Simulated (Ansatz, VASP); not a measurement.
# Two plane-wave programs on WC

```
CELL_PARAMETERS angstrom
2.88379 0.00000 0.00000
-1.44190 2.49744 0.00000
0.00000 0.00000 2.81209
ATOMIC_POSITIONS crystal
W 0.00000 0.00000 0.00000
C 0.33333 0.66667 0.50000
```

Alike in both runs: functional LDA; k mesh 18 × 18 × 18; occupations gaussian, width 0.1 eV; no spin polarisation.

Ansatz relaxed the structure, and its values are those at the end. VASP's run is a single point on that final structure, the one shown.

|  | VASP | Ansatz |
| --- | --- | --- |
| version | VASP 6.6.1 | Ansatz 0.2.0 |
| potentials or method | VASP PAW LDA potentials, release 64 (W_sv, C) | scalar-relativistic, plane waves, PAW |
| plane-wave cutoff (eV) | 520 | 420 |
| valence electrons in the cell | 18 | 18 |

```tsv
	VASP	Ansatz	Ansatz less VASP
gap on the k mesh at the Fermi level (eV)	none	none	-
pressure (GPa)	2.7	0.0	-2.72
```

LDA's correlation is that of Perdew and Zunger in VASP and of Perdew and Wang (1992) in Ansatz. A gap of «none» marks a metal or a gap that the smearing closes.

Neither program's run includes spin-orbit coupling.
